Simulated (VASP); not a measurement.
Mo: single point with PBEsol

The system is Mo, a slab with vacuum.

```xyz
4
Lattice="2.5552 0.0000 0.0000 0.0000 2.7355 0.0000 0.0000 0.0000 23.1071" Properties=species:S:1:pos:R:3 pbc="T T T"
Mo    1.2776    0.0000    8.0000
Mo    1.2776    1.3678   10.3690
Mo    1.2776    0.0000   12.7380
Mo    1.2776    1.3678   15.1071
```

```yaml
Program: VASP 6.6.1
Task: single point
Functional: PBEsol
Potentials_or_basis: VASP PAW PBE potentials, release 64 (Mo_sv)
Cutoff: 400 eV
k_mesh: 7 × 6 × 1
Occupations: fermi-dirac, width 0.1 eV
Spin: no spin polarisation
Dipole_correction: yes
Further_INCAR_settings: ALGO = Normal; EDIFF = 1e-06; NBANDS = 36; NELMDL = -8
```

- Largest force: 0.656 eV/Å
- Band gap on the k mesh: zero (bands 28 and 29 overlap by 1.52 eV)

Forces in eV/Å, atoms in the order of the input:
```
Mo   0.000  0.000  0.206
Mo   0.000  0.000 -0.656
Mo   0.000  0.000  0.656
Mo   0.000  0.000 -0.206
```

Levels at points of the mesh, in eV from the Fermi level:
| k point | band 25 | band 26 | band 27 | band 28 | band 29 | band 30 | band 31 | band 32 |
| --- | --- | --- | --- | --- | --- | --- | --- | --- |
| (0.00, 0.00, 0.00) | -1.63 | -1.24 | -1.06 | -0.49 | 0.24 | 0.72 | 0.93 | 1.22 |
| (0.00, 0.50, 0.00) | -0.88 | -0.88 | 1.09 | 1.09 | 1.09 | 1.09 | 1.57 | 1.57 |

It took 2.3 min on 1 thread of AMD EPYC 7R43 64-Core Processor (Zen 3), on a shared host, peak memory 0.19 GiB.

Caveat: the k points lie up to 0.38 Å⁻¹ apart, too coarse for converged energies and pressures of a metal; the PAW data sets were made with another functional, which shifts forces and pressure a little.
